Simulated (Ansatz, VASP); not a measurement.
**One calculation of SiC, two programs**

Contents of INCAR:

```
SYSTEM = SiC
ALGO = Normal
EDIFF = 1E-7
ENCUT = 520
GGA = PE
ISIF = 2
ISMEAR = 0
LASPH = .TRUE.
LCHARG = .FALSE.
LREAL = .FALSE.
LWAVE = .FALSE.
NBANDS = 16
NELM = 80
PREC = Accurate
SIGMA = 0.05
```

File KPOINTS:

```
k-points
0
G
  12 12 6
  0 0 0
```

POSCAR

```
SiC
1.0
    3.1200190218      0.0000000000      0.0000000000
   -1.5600095109      2.7020157332      0.0000000000
    0.0000000000      0.0000000000      4.9832943816
Si C
2 2
Direct
    0.3333333333      0.6666666667      0.0045639005
    0.6666666667      0.3333333333      0.5045639005
    0.3333333333      0.6666666667      0.3804360995
    0.6666666667      0.3333333333      0.8804360995
```

Input for Ansatz:

```yaml
crystal:
  lattice:
    - [3.1200190218, 0.0, 0.0]
    - [-1.5600095109, 2.7020157332, 0.0]
    - [0.0, 0.0, 4.9832943816]
  atoms:
    - { symbol: Si, position: [0.3333333333, 0.6666666667, 0.0045639005] }
    - { symbol: Si, position: [0.6666666667, 0.3333333333, 0.5045639005] }
    - { symbol: C, position: [0.3333333333, 0.6666666667, 0.3804360995] }
    - { symbol: C, position: [0.6666666667, 0.3333333333, 0.8804360995] }
basis:
  ecutwfc: 520.0
kpoints:
  mp_grid: { grid: [12, 12, 6] }
hamiltonian:
  xc: pbe
  pseudopotentials: { kind: paw, azcp: { folder: soft_1 } }
scf:
  occupations: { method: gaussian, width: 0.05 }
output:
  forces: true
  stress: true
  eigenvalues: true
```

Alike in both runs: task single point; functional PBE; k mesh 12 × 12 × 6; occupations gaussian, width 0.05 eV; no spin polarisation.

```csv
,VASP,Ansatz
version,VASP 6.6.1,Ansatz 0.2.0
potentials or method,"VASP PAW PBE potentials, release 64 (Si, C), cutoff 520 eV","scalar-relativistic, plane waves, PAW"
valence electrons in the cell,16,16
```

VASP gave:

```
gap on the k mesh at the Fermi level (eV)                     : 2.40
least direct gap on the mesh (eV)                             : 3.69
pressure (GPa)                                                : 0.1
traceless stress, the component that is largest in VASP (GPa) : 9.96
rms of the force components (eV/Å)                            : 0.159
```

Task: Which values does Ansatz return?

Result: gap on the k mesh at the Fermi level (eV): 2.40; least direct gap on the mesh (eV): 3.70; pressure (GPa): 0.1; traceless stress, the component that is largest in VASP (GPa): 9.92; rms of the force components (eV/Å): 0.160.

Atom by atom the forces differ by 0.001 eV/Å (rms over components). With one functional, cell and mesh, what is left measures potentials, basis and numerics.
